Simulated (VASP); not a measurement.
Sb:

```xyz
2
Lattice="2.1542 1.2437 3.7580 -2.1542 1.2437 3.7580 0.0000 -2.4875 3.7580" Properties=species:S:1:pos:R:3 pbc="T T T"
Sb    0.0000    0.0000    2.6324
Sb    0.0000    0.0000    8.6416
```

* Program: VASP 6.6.1
* Task: relaxation of cell and atoms
* Functional: LDA
* Potentials or basis: VASP PAW LDA potentials, release 64 (Sb)
* Cutoff: 600 eV
* k mesh: 12 × 12 × 12
* Occupations: gaussian, width 0.1 eV
* Spin: no spin polarisation

At the start: pressure -0.9 GPa; volume 30.21 Å³/atom.

Q: How do energy, volume and symmetry change on relaxing?

A: Over 9 steps the energy falls by 5.8 meV/atom and the volume is 29.24 Å³/atom (-3.2 %); space group R-3m (No. 166, to 0.1 Å) before and after.

The path:
| step | energy change (eV) | largest force (eV/Å) | pressure (GPa) | volume (Å³) |
| --- | --- | --- | --- | --- |
| 1 | 0.0000 | 0.1164 | -0.90 | 60.41 |
| 2 | -0.0049 | 0.1956 | 0.39 | 58.93 |
| 3 | -0.0049 | 0.1912 | 0.32 | 59.01 |
| 4 | -0.0092 | 0.1043 | 0.22 | 58.73 |
| 5 | -0.0114 | 0.0119 | 0.13 | 58.31 |
| 6 | -0.0114 | 0.0083 | 0.13 | 58.32 |
| 7 | -0.0115 | 0.0145 | -0.15 | 58.61 |
| 8 | -0.0115 | 0.0124 | -0.06 | 58.51 |
| 9 | -0.0116 | 0.0024 | -0.01 | 58.47 |

Final structure:
```cif
data_structure
_symmetry_space_group_name_H-M 'P 1'
_symmetry_Int_Tables_number 1
_cell_length_a 4.4147
_cell_length_b 4.4147
_cell_length_c 4.4147
_cell_angle_alpha 58.301
_cell_angle_beta 58.301
_cell_angle_gamma 58.301
_cell_volume 58.47
loop_
_atom_site_label
_atom_site_type_symbol
_atom_site_fract_x
_atom_site_fract_y
_atom_site_fract_z
_atom_site_occupancy
Sb1 Sb 0.23645 0.23645 0.23645 1
Sb2 Sb 0.76355 0.76355 0.76355 1
```
